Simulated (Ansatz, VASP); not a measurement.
Fe in VASP and in Ansatz

File INCAR:

```
SYSTEM = Fe
PREC = Accurate ; ENCUT = 520
EDIFF = 1E-6 ; ISMEAR = 0
SIGMA = 0.1 ; LREAL = .False.
LASPH = .True. ; NELM = 150
ALGO = Fast ; ISIF = 2
LWAVE = .False. ; LCHARG = .False.
ISPIN = 2 ; MAGMOM = 2.88
LORBIT = 11 ; LMAXMIX = 4
GGA = PE ; NBANDS = 14
```

File KPOINTS:

```
Automatic mesh
0
Gamma
  20 20 20
  0 0 0
```

Contents of POSCAR:

```
Fe
1.0
    0.0000000000      1.7842193740      1.7842193740
    1.7842193740      0.0000000000      1.7842193740
    1.7842193740      1.7842193740      0.0000000000
Fe
1
Direct
    0.0000000000      0.0000000000      0.0000000000
```

Input for Ansatz:

```yaml
crystal:
  lattice:
    - [0.0, 1.784219374, 1.784219374]
    - [1.784219374, 0.0, 1.784219374]
    - [1.784219374, 1.784219374, 0.0]
  atoms:
    - { symbol: Fe, position: [0.0, 0.0, 0.0], spin: 2.88 }
basis:
  ecutwfc: 420
kpoints:
  mp_grid: { grid: [20, 20, 20] }
hamiltonian:
  xc: pbe
scf:
  occupations: { method: gaussian, width: 0.1 }
output:
  forces: true
  stress: true
  eigenvalues: true
  populations: true
magnetization:
  spin_polarized: true
```

Alike in both runs: task single point; functional PBE; k mesh 20 × 20 × 20; occupations gaussian, width 0.1 eV; collinear spin.

|  | VASP | Ansatz |
| --- | --- | --- |
| version | VASP 6.6.1 | Ansatz 0.2.0 |
| potentials or method | VASP PAW PBE potentials, release 64 (Fe), cutoff 520 eV | scalar-relativistic, plane waves, PAW |
| valence electrons in the cell | 8 | 16 |

Ansatz gave:

- gap on the k mesh at the Fermi level (eV): none
- pressure (GPa): -12.9
- net moment per atom (μB): 1.31
- size of the moment on the site where the two differ most (μB): 1.33

Problem. Estimate VASP's values.

Solution. gap on the k mesh at the Fermi level (eV): none; pressure (GPa): -11.7; net moment per atom (μB): 1.42; size of the moment on the site where the two differ most (μB): 1.41.

The net moments are unlike, so the other rows may belong to different states. Site moments also hang on the region over which each program counts them. A gap of «none» marks a metal or a gap that the smearing closes. VASP's potentials hold 8 valence electrons a cell and Ansatz's 16, so a difference there can come from the potentials and not from the codes.
